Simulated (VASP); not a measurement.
Set up this calculation in VASP 6.6.1, as the native input.

- Task: single point
- Functional: LDA
- Potentials or basis: VASP PAW LDA potentials, release 64 (Ag)
- Cutoff: 520 eV
- k mesh: 13 × 13 × 13
- Occupations: fermi-dirac, width 0.05 eV
- Spin: no spin polarisation
- Dipole correction: no
- Further INCAR settings: ALGO = Normal; EDIFF = 1e-06; NBANDS = 18

The structure of Ag lies in POSCAR:

```
Ag
1.0
    0.0000000000      2.8628095849      2.8628095849
    2.8628095849      0.0000000000      2.8628095849
    2.8628095849      2.8628095849      0.0000000000
Ag
2
Direct
   -0.1250000000     -0.1250000000     -0.1250000000
    0.1250000000      0.1250000000      0.1250000000
```

This cell differs from its parent crystal: volume scaled by 0.9.

The input as run:

INCAR

```
SYSTEM = Ag
ALGO     = Normal         ! electronic algorithm
EDIFF    = 1E-6           ! SCF threshold, eV
ENCUT    = 520            ! plane-wave cutoff, eV
GGA      = CA             ! functional
ISIF     = 2              ! what is computed and relaxed
ISMEAR   = -1             ! smearing method
LASPH    = .TRUE.         ! aspherical terms in the spheres
LCHARG   = .TRUE.         ! write CHGCAR
LELF     = .TRUE.         ! ELF
LREAL    = .FALSE.        ! projectors in reciprocal space
LVHAR    = .TRUE.       
LWAVE    = .FALSE.        ! write WAVECAR
NBANDS   = 18             ! bands
NELM     = 80             ! most SCF steps
PREC     = Accurate       ! precision mode
SIGMA    = 0.05           ! smearing width, eV
```

KPOINTS

```
k-points
0
G
  13 13 13
  0 0 0
```

Potentials or basis: VASP PAW LDA potentials, release 64 (Ag).

The run is started by

```sh
$ cat potpaw_LDA.64/Ag/POTCAR > POTCAR
$ mpirun -np 1 vasp_std > vasp.out
```

Results of the run:

```json
{
  "Pressure": "7.3 GPa",
  "Band gap on the k mesh": "zero (band 11 reaches 4.89 eV, above the bottom of band 12 at 3.87 eV)"
}
```

It took 42 s on 1 thread of AMD EPYC 7R13 Processor (Zen 3), with other jobs on the host, peak memory 0.16 GiB.
